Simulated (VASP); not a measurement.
Set up this calculation in VASP 6.6.1, as the native input.

```yaml
Task: single point
Functional: PBE
Potentials_or_basis: VASP PAW PBE potentials, release 64 (Sr_sv, W_sv)
Cutoff: 520 eV
k_mesh: 12 × 12 × 16
Occupations: gaussian, width 0.1 eV
Spin: no spin polarisation
Dipole_correction: no
Further_INCAR_settings: ALGO = Fast; EDIFF = 1e-06; NBANDS = 26
```

The structure of SrW2 lies in POSCAR:

```
SrW2
1.0
    4.9335242520      0.0000000000      0.0000000000
   -2.4667621260      4.2725573324      0.0000000000
    0.0000000000      0.0000000000      2.8466096474
Sr W
1 2
Direct
    0.0000000000      0.0000000000      0.0000000000
    0.6666666667      0.3333333333      0.6213152645
    0.3333333333      0.6666666667      0.3786847355
```

One way to write it, as run:

INCAR

```
ALGO = Fast ; EDIFF = 1E-6
ENCUT = 520 ; GGA = PE
ISIF = 2 ; ISMEAR = 0
LASPH = T ; LCHARG = F
LREAL = F ; LWAVE = F
NBANDS = 26 ; NELM = 80
PREC = Accurate ; SIGMA = 0.1
```

KPOINTS

```
k-points
0
Gamma
  12 12 16
```

Potentials or basis: VASP PAW PBE potentials, release 64 (Sr_sv, W_sv).

Launch:

```sh
$ cat potpaw_PBE.64/Sr_sv/POTCAR potpaw_PBE.64/W_sv/POTCAR > POTCAR
$ mpirun -np 1 vasp_std > vasp.out
```

Results of the run:

```yaml
Pressure: 0.5 GPa
Largest_force: 0.008 eV/Å
Band_gap_on_the_k_mesh: zero (bands 19 and 20 overlap by 1.70 eV)
```

Caveat: spin-orbit coupling is left out, which moves the levels of the heavy elements.

Run time: 20 min on 1 thread of Oxide Virtual Turin-like Processor, on a shared host, peak memory 0.44 GiB.
